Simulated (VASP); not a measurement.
# Al8H (P3m1) in VASP: notebook

Runs on Al8H. Level: PBE. Tasks: single point, relaxation of cell and atoms.

All numbers are computed with VASP 6.6.1; they aren't measurements. Logs are shortened: lines on timing, memory, paths and dates and some standing lists are left out, and cuts for length are marked.

## 1. The cell of the first run

The structure is trigonal, space group P3m1 (No. 156). The conventional cell has a = 5.805 Å, b = 5.805 Å, c = 4.719 Å, α = 90.00°, β = 90.00°, γ = 120.00°. Within 2.6 Å of Al (site symmetry m) lie 1 H at 1.93 Å. Within 3.8 Å of Al (site symmetry 3m) lie 12 Al at 2.88 to 2.90 Å and 3 H at 3.45 Å. Al (site symmetry 3m) has 1 H at 1.77 Å within 2.3 Å. Within 3.8 Å of Al (site symmetry m) lie 12 Al at 2.86 to 2.92 Å and 2 H at 3.29 Å. H (site symmetry 3m) has 4 Al at 1.77 to 1.93 Å within 2.3 Å.

## 2. Single point, PBE

INCAR

```
ALGO     = Normal         # electronic algorithm
EDIFF    = 1E-6           # SCF threshold, eV
ENCUT    = 520            # plane-wave cutoff, eV
GGA      = PE             # functional
ISIF     = 2              # what is computed and relaxed
ISMEAR   = 0              # smearing method
LASPH    = T              # aspherical terms in the spheres
LCHARG   = F              # write CHGCAR
LREAL    = F              # projectors in reciprocal space
LWAVE    = F              # write WAVECAR
NBANDS   = 22             # bands
NELM     = 100            # most SCF steps
PREC     = Accurate       # precision mode
SIGMA    = 0.1            # smearing width, eV
```

KPOINTS

```
k-points
0
Gamma
  6 6 6
```

POSCAR

```
Al8H
1.0
    5.8045882684     -0.0000000001      0.0000000000
   -2.9022941342      5.0269208990      0.0000000000
    0.0000000000      0.0000000000      4.7193543093
Al H
8 1
Direct
    0.3409644694      0.1590355306      0.7565326803
    0.3409644694      0.6819289389      0.7565326803
    0.8180710611      0.1590355306      0.7565326803
    0.8333333333      0.6666666667      0.7588545272
    0.1666666667      0.3333333333      0.2131366771
    0.1641207916      0.8320603958      0.2607452047
    0.6679396042      0.3358792084      0.2607452047
    0.6679396042      0.8320603958      0.2607452047
    0.1666666667      0.3333333333      0.5872862517
```

Potentials or basis: VASP PAW PBE potentials, release 64 (Al, H).

The run is started by

```bash
$ cat potpaw_PBE.64/Al/POTCAR potpaw_PBE.64/H/POTCAR > POTCAR
$ mpirun -np 1 vasp_std > vasp.out
```

OUTCAR:

```text
EDIFF = 1E-6
   ENCUT = 520
   GGA = PE
   ISIF = 2
   ISMEAR = 0
   LASPH = T
   LREAL = F
   NELM = 100
   PREC = Accurate

 ion  position               nearest neighbor table
   1  0.341  0.159  0.757-   9 1.93   3 2.77   2 2.77   5 2.78   7 2.86   6 2.86   7 2.89   6 2.89
                             4 2.90   4 2.90   3 3.04   2 3.04   5 3.11
   2  0.341  0.682  0.757-   9 1.93   3 2.77   1 2.77   5 2.78   6 2.86   8 2.86   6 2.89   8 2.89
                             4 2.90   4 2.90   3 3.04   1 3.04   5 3.11
   3  0.818  0.159  0.757-   9 1.93   2 2.77   1 2.77   5 2.78   7 2.86   8 2.86   7 2.89   8 2.89
                             4 2.90   4 2.90   2 3.04   1 3.04   5 3.11
   4  0.833  0.667  0.759-   8 2.88   6 2.88   7 2.88   8 2.89   6 2.89   7 2.89   1 2.90   1 2.90
                             2 2.90   2 2.90   3 2.90   3 2.90
   5  0.167  0.333  0.213-   9 1.77   1 2.78   3 2.78   2 2.78   7 2.91   6 2.91   8 2.91   8 2.91
                             7 2.91   6 2.91   1 3.11   3 3.11   2 3.11
   6  0.164  0.832  0.261-   2 2.86   1 2.86   4 2.88   7 2.88   8 2.88   2 2.89   1 2.89   4 2.89
                             5 2.91   5 2.91   7 2.92   8 2.92
   7  0.668  0.336  0.261-   3 2.86   1 2.86   4 2.88   6 2.88   8 2.88   3 2.89   1 2.89   4 2.89
                             5 2.91   5 2.91   6 2.92   8 2.92
   8  0.668  0.832  0.261-   2 2.86   3 2.86   4 2.88   6 2.88   7 2.88   2 2.89   3 2.89   4 2.89
                             5 2.91   5 2.91   6 2.92   7 2.92
   9  0.167  0.333  0.587-   5 1.77   1 1.93   3 1.93   2 1.93

  LATTYP: Found a hexagonal cell.
 ALAT       =     5.8045882684
 C/A-ratio  =     0.8130385983

  Lattice vectors:

 A1 = (   5.8045882684,  -0.0000000001,   0.0000000000)
 A2 = (  -2.9022941342,   5.0269208990,   0.0000000000)
 A3 = (   0.0000000000,   0.0000000000,   4.7193543093)

Analysis of symmetry for initial positions (statically):
=====================================================================
 Subroutine PRICEL returns:
 Original cell was already a primitive cell.

 Routine SETGRP: Setting up the symmetry group for a
 hexagonal supercell.

 Subroutine GETGRP returns: Found  6 space group operations
 (whereof  2 operations were pure point group operations)
 out of a pool of 24 trial point group operations.

The static configuration has the point symmetry C_1h.
 The point group associated with its full space group is C_3v.

Analysis of symmetry for dynamics (positions and initial velocities):
=====================================================================
 Subroutine PRICEL returns:
 Original cell was already a primitive cell.

 Routine SETGRP: Setting up the symmetry group for a
 hexagonal supercell.

 Subroutine GETGRP returns: Found  6 space group operations
 (whereof  2 operations were pure point group operations)
 out of a pool of 24 trial point group operations.

The dynamic configuration has the point symmetry C_1h.
 The point group associated with its full space group is C_3v.

 Subroutine INISYM returns: Found  6 space group operations
 (whereof  2 operations are pure point group operations),
 and found     1 'primitive' translations

----------------------------------------------------------------------------------------

                                     Primitive cell

  volume of cell :     137.7070

  direct lattice vectors                    reciprocal lattice vectors
     5.804588268 -0.000000000  0.000000000     0.172277508  0.099464465  0.000000000
    -2.902294134  5.026920899  0.000000000     0.000000000  0.198928931  0.000000000
     0.000000000  0.000000000  4.719354309     0.000000000  0.000000000  0.211893394

  length of vectors
     5.804588268  5.804588268  4.719354309     0.198928931  0.198928931  0.211893394

  position of ions in fractional coordinates (direct lattice)
     0.340964469  0.159035531  0.756532680
     0.340964469  0.681928939  0.756532680
     0.818071061  0.159035531  0.756532680
     0.833333333  0.666666667  0.758854527
     0.166666667  0.333333333  0.213136677
     0.164120792  0.832060396  0.260745205
     0.667939604  0.335879208  0.260745205
     0.667939604  0.832060396  0.260745205
     0.166666667  0.333333333  0.587286252

  ion indices of the primitive-cell ions
   primitive index   ion index
                 1           1
                 2           2
                 3           3
                 4           4
                 5           5
                 6           6
                 7           7
                 8           8
                 9           9

----------------------------------------------------------------------------------------

 KPOINTS: k-points

Automatic generation of k-mesh.
 Grid dimensions read from file:
 generate k-points for:    6    6    6

 Generating k-lattice:

  Cartesian coordinates                     Fractional coordinates (reciprocal lattice)
     0.028712918  0.016577411  0.000000000     0.166666667  0.000000000  0.000000000
     0.000000000  0.033154822  0.000000000     0.000000000  0.166666667  0.000000000
     0.000000000  0.000000000  0.035315566     0.000000000  0.000000000  0.166666667

  Length of vectors
     0.033154822  0.033154822  0.035315566

  Shift w.r.t. Gamma in fractional coordinates (k-lattice)
     0.000000000  0.000000000  0.000000000

 Subroutine IBZKPT returns following result:
 ===========================================

 Found     34 irreducible k-points:

 Following reciprocal coordinates:
            Coordinates               Weight
  0.000000  0.000000  0.000000      1.000000
  0.166667  0.000000  0.000000      6.000000
  0.333333  0.000000  0.000000      6.000000
  0.500000  0.000000  0.000000      3.000000
  0.166667  0.166667  0.000000      6.000000
  0.333333  0.166667  0.000000     12.000000
[... 16 lines left out ...]
  0.500000  0.000000  0.333333      6.000000
  0.166667  0.166667  0.333333     12.000000
 [... further k-points ...]
   k-points           NKPTS =     34   k-points in BZ     NKDIM =     34   number of bands    NBANDS=     22
   number of dos      NEDOS =    301   number of ions     NIONS =      9
   total plane-waves  NPLWV =  82944
   dimension x,y,z NGX =    48 NGY =   48 NGZ =   36
   dimension x,y,z NGXF=    96 NGYF=   96 NGZF=   72
   ions per type =               8   1
   NGX,Y,Z   is equivalent  to a cutoff of  13.75, 13.75, 12.68 a.u.
   NGXF,Y,Z  is equivalent  to a cutoff of  27.49, 27.49, 25.36 a.u.
 SYSTEM =  unknown system
   PREC   = accura    normal or accurate (medium, high low for compatibility)
   ISTART =      0    job   : 0-new  1-cont  2-samecut
   ICHARG =      2    charge: 1-file 2-atom 10-const
   ISPIN  =      1    spin polarized calculation?
   LNONCOLLINEAR =      F non collinear calculations
   LSORBIT =      F    spin-orbit coupling
   LASPH  =      T    aspherical Exc in radial PAW
   ENCUT  =  520.0 eV  38.22 Ry    6.18 a.u.  10.79 10.79  8.77*2*pi/ulx,y,z
   NELM   =    100;   NELMIN=  2; NELMDL= -5     # of ELM steps
   EDIFF  = 0.1E-05   stopping-criterion for ELM
   LREAL  =      F    real-space projection
   EDIFFG = 0.1E-04   stopping-criterion for IOM
   NSW    =      0    number of steps for IOM
   IBRION =     -1    ionic relax: 0-MD 1-quasi-New 2-CG
   NFREE  =      0    steps in history (QN), initial steepest desc. (CG)
   ISIF   =      2    stress and relaxation
   ISYM   =      2    0-nonsym 1-usesym 2-fastsym
   POTIM  = 0.5000    time-step for ionic-motion
   TEBEG  =    0.0;   TEEND  =   0.0 temperature during run
   PSTRESS=    0.0 pullay stress
   NELECT =      25.0000    total number of electrons
   NUPDOWN=      -1.0000    fix difference up-down
   EMIN   =  10.00;   EMAX   =-10.00  energy-range for DOS
   EFERMI =   0.00;   METHOD = LEGACY
   ISMEAR =     0;   SIGMA  =   0.10  broadening in eV -4-tet -1-fermi 0-gaus
   EFERMI_NEDOS =   21; number of points for ismear=-14 and -15
   IALGO  =     38    algorithm
   IMIX   =      4    mixing-type and parameters
     AMIX     =   0.40;   BMIX     =  1.00
     AMIX_MAG =   1.60;   BMIX_MAG =  1.00
  volume/ion in A,a.u.               =      15.30       103.25
  Fermi-wavevector in a.u.,A,eV,Ry     =   0.926978  1.751735 11.691329  0.859288
  Thomas-Fermi vector in A             =   2.052999
   LORBIT       =      0    0 simple, 1 ext, 2 COOP (PROOUT), +10 PAW based schemes
   GGA     = PE    functional components
   LHFCALC =     F    Hartree Fock is set to
   AEXX    =    0.0000 exact exchange contribution
   IVDW    =     0    specifies the selected vdW correction
   LEPSILON=     F    determine dielectric tensor
   LRPA    =     F    only Hartree local field effects (RPA)
 non-spin polarized calculation
 Gauss-broadening in eV      SIGMA  =   0.10
  energy-cutoff  :      520.00
  volume of cell :      137.71
 maximum number of plane-waves:      3762
 NGX is ok and might be reduce to    48
   NGX = 21   NGY = 21   NGZ = 17

 number of electron      25.0000000 magnetization

 Free energy of the ion-electron system (eV)
  ---------------------------------------------------
  ext. energy  EPLUGINS =         0.00000000
  ---------------------------------------------------
  free energy    TOTEN  =       -32.35391698 eV

  energy without entropy =      -32.34459592  energy(sigma->0) =      -32.34925645

 E-fermi :   7.6451     XC(G=0): -10.1268

 val. band max:        7.6111213279   @ k =   0.1667   0.0000   0.1667
 cond. band min:       7.7169602168   @ k =   0.3333   0.0000   0.0000
 fundamental gap:      0.1058388890
 Fermi energy:         7.6451070526

 k-point     1 :       0.0000    0.0000    0.0000
  band No.  band energies     occupation
      1      -3.6479      2.00000
      2       0.3110      2.00000
      3       2.3315      2.00000
      4       2.3315      2.00000
      5       2.4743      2.00000
      6       2.6632      2.00000
[... 14 lines left out ...]
     21       9.2586      0.00000
     22      12.8108      0.00000
[... 552 lines left out ...]
  band No.  band energies     occupation
      1      -2.5444      2.00000
      2      -0.5336      2.00000
      3       0.3704      2.00000
      4       0.8278      2.00000
      5       2.2361      2.00000
      6       2.9552      2.00000
[... 14 lines left out ...]
     21      12.1321      0.00000
     22      13.4786      0.00000

 [... further k-points ...]

------------------------ aborting loop because EDIFF is reached ----------------------------------------

  FORCE on cell =-STRESS in cart. coord.  units (eV):
  Direction    XX          YY          ZZ          XY          YZ          ZX
  --------------------------------------------------------------------------------------
  -------------------------------------------------------------------------------------
  Total       -0.0158032     -0.0158032      0.0264548      0.0000000     -0.0000000      0.0000000
  in kB       -0.1838652     -0.1838652      0.3077935      0.0000000     -0.0000000      0.0000000
  external PRESSURE =      -0.0199790 kB  Pullay stress =       0.0000000 kB

 VOLUME and BASIS-vectors are now :
 -----------------------------------------------------------------------------
  energy-cutoff  :      520.00
  volume of cell :      137.71
      direct lattice vectors                 reciprocal lattice vectors
     5.804588268 -0.000000000  0.000000000     0.172277508  0.099464465  0.000000000
    -2.902294134  5.026920899  0.000000000     0.000000000  0.198928931  0.000000000
     0.000000000  0.000000000  4.719354309     0.000000000  0.000000000  0.211893394

 POSITION                                       TOTAL-FORCE (eV/Angst)
 -----------------------------------------------------------------------------------
      1.51759      0.79946      3.57035        -0.001828      0.001055     -0.004650
     -0.00000      3.42800      3.57035        -0.000000     -0.002111     -0.004650
      4.28700      0.79946      3.57035         0.001828      0.001055     -0.004650
      2.90229      3.35128      3.58130         0.000000     -0.000000     -0.004123
      0.00000      1.67564      1.00587         0.000000     -0.000000      0.000950
     -1.46223      4.18270      1.23055        -0.002053     -0.001186      0.003407
      2.90229      1.68844      1.23055         0.000000      0.002371      0.003407
      1.46223      4.18270      1.23055         0.002053     -0.001186      0.003407
      0.00000      1.67564      2.77161        -0.000000     -0.000000      0.006903
 -----------------------------------------------------------------------------------
    total drift:                               -0.000000      0.000000      0.000183

  FREE ENERGIE OF THE ION-ELECTRON SYSTEM (eV)
  ---------------------------------------------------
  free  energy   TOTEN  =       -32.3539169779 eV

  energy  without entropy=      -32.3445959189  energy(sigma->0) =      -32.34925645
```

Wall time 62 s (1 thread of AMD EPYC 9R45 (Zen 5), shared host); peak memory 0.27 GiB.

What came out:

- Free energy: -32.3539 eV
- Pressure: 0.0 GPa
- Largest force: 0.007 eV/Å
- Band gap on the k mesh: zero (an odd number of electrons rules out a gap without spin polarisation)

Forces in eV/Å, atoms in the order of the input:
```
Al  -0.002  0.001 -0.005
Al   0.000 -0.002 -0.005
Al   0.002  0.001 -0.005
Al   0.000  0.000 -0.004
Al   0.000  0.000  0.001
Al  -0.002 -0.001  0.003
Al   0.000  0.002  0.003
Al   0.002 -0.001  0.003
H    0.000  0.000  0.007
```

## 3. Relaxation of cell and atoms, PBE

This run uses another cell than the first one, of 14.76 Å³/atom.

INCAR

```
ALGO = Normal
EDIFF = 1E-6
EDIFFG = -0.025
ENCUT = 600
GGA = PE
IBRION = 2
ISIF = 3
ISMEAR = 0
LASPH = T
LCHARG = F
LREAL = F
LWAVE = F
NELM = 100
NSW = 90
PREC = Accurate
SIGMA = 0.1
```

KPOINTS is that of step 2.

POSCAR

```
Al8H
1.0
    5.6803073504     -0.0000000001      0.0000000000
   -2.8401536752      4.9192904668      0.0000000000
    0.0000000000      0.0000000000      4.7543579465
Al H
8 1
Direct
    0.3333333333      0.1666666667      0.7500000000
    0.3333333333      0.6666666667      0.7500000000
    0.8333333333      0.1666666667      0.7500000000
    0.8333333333      0.6666666667      0.7500000000
    0.1666666667      0.3333333333      0.2500000000
    0.1666666667      0.8333333333      0.2500000000
    0.6666666667      0.3333333333      0.2500000000
    0.6666666667      0.8333333333      0.2500000000
    0.1666666667      0.3333333333      0.6111111111
```

Potentials or basis: VASP PAW PBE potentials, release 64 (Al, H).

The run is started by

```bash
$ cat potpaw_PBE.64/Al/POTCAR potpaw_PBE.64/H/POTCAR > POTCAR
$ mpirun -np 1 vasp_std > vasp.out
```

Wall time 5.7 min (1 thread of AMD EPYC 9R45 (Zen 5), shared host); peak memory 0.3 GiB.

Results (log left out):

* Free energy: -32.3545 eV
* Relaxed volume: 15.31 Å³/atom
* Relaxed cell: a = 5.806 Å, b = 5.806 Å, c = 4.720 Å, α = 90.00°, β = 90.00°, γ = 120.00°
* Space group after relaxing (to 0.1 Å): P3m1 (No. 156)
* Energy gained by relaxing: 32.0 meV/atom
* Ionic steps: 12
* Pressure after relaxing: 0.0 GPa
* Largest force after relaxing: 0.019 eV/Å
* Band gap on the k mesh: zero (an odd number of electrons rules out a gap without spin polarisation)

Forces in eV/Å, atoms in the order of the input:
```
Al   0.003 -0.002  0.004
Al   0.000  0.003  0.004
Al  -0.003 -0.002  0.004
Al   0.000  0.000 -0.019
Al   0.000  0.000  0.000
Al   0.002  0.001  0.004
Al   0.000 -0.002  0.004
Al  -0.002  0.001  0.004
H    0.000  0.000 -0.005
```

The path:
| step | energy change (eV) | largest force (eV/Å) | pressure (GPa) | volume (Å³) |
| --- | --- | --- | --- | --- |
| 1 | 0.0000 | 1.1300 | 3.14 | 132.85 |
| 2 | -0.2093 | 0.5291 | -0.41 | 138.49 |
| 3 | -0.2266 | 0.3432 | -1.57 | 140.81 |
| 4 | -0.2666 | 0.2073 | -0.43 | 138.44 |
| 5 | -0.2711 | 0.1410 | 0.15 | 137.40 |
| 6 | -0.2763 | 0.0997 | 0.09 | 137.49 |
| 7 | -0.2802 | 0.1504 | 0.01 | 137.67 |
| 8 | -0.2830 | 0.1248 | -0.03 | 137.73 |
| 9 | -0.2866 | 0.0494 | -0.12 | 137.91 |
| 10 | -0.2880 | 0.0404 | 0.07 | 137.57 |
| 11 | -0.2880 | 0.0406 | 0.06 | 137.59 |
| 12 | -0.2882 | 0.0186 | -0.03 | 137.78 |

Final structure:
```cif
data_structure
_symmetry_space_group_name_H-M 'P 1'
_symmetry_Int_Tables_number 1
_cell_length_a 5.8055
_cell_length_b 5.8055
_cell_length_c 4.7203
_cell_angle_alpha 90.000
_cell_angle_beta 90.000
_cell_angle_gamma 120.000
_cell_volume 137.78
loop_
_atom_site_label
_atom_site_type_symbol
_atom_site_fract_x
_atom_site_fract_y
_atom_site_fract_z
_atom_site_occupancy
Al1 Al 0.34094 0.15906 0.75611 1
Al2 Al 0.34094 0.68189 0.75611 1
Al3 Al 0.81811 0.15906 0.75611 1
Al4 Al 0.83333 0.66667 0.75958 1
Al5 Al 0.16667 0.33333 0.21330 1
Al6 Al 0.16402 0.83201 0.26066 1
Al7 Al 0.66799 0.33598 0.26066 1
Al8 Al 0.66799 0.83201 0.26066 1
H1 H 0.16667 0.33333 0.58794 1
```

Levels at points of the mesh, in eV from the Fermi level:
| k point | band 9 | band 10 | band 11 | band 12 | band 13 | band 14 | band 15 | band 16 |
| --- | --- | --- | --- | --- | --- | --- | --- | --- |
| (0.00, 0.00, 0.00) | -4.35 | -0.90 | 0.51 | 0.51 | 0.81 | 1.11 | 1.11 | 1.15 |
| (0.50, 0.00, 0.00) | -2.04 | -1.38 | -1.08 | -0.81 | -0.72 | -0.40 | 0.27 | 0.33 |
| (0.00, 0.00, 0.50) | -3.47 | -3.37 | -3.26 | -3.26 | -3.15 | -3.15 | 2.78 | 3.32 |
| (0.50, 0.00, 0.50) | -1.03 | 0.17 | 0.33 | 0.40 | 0.61 | 0.83 | 0.99 | 1.03 |
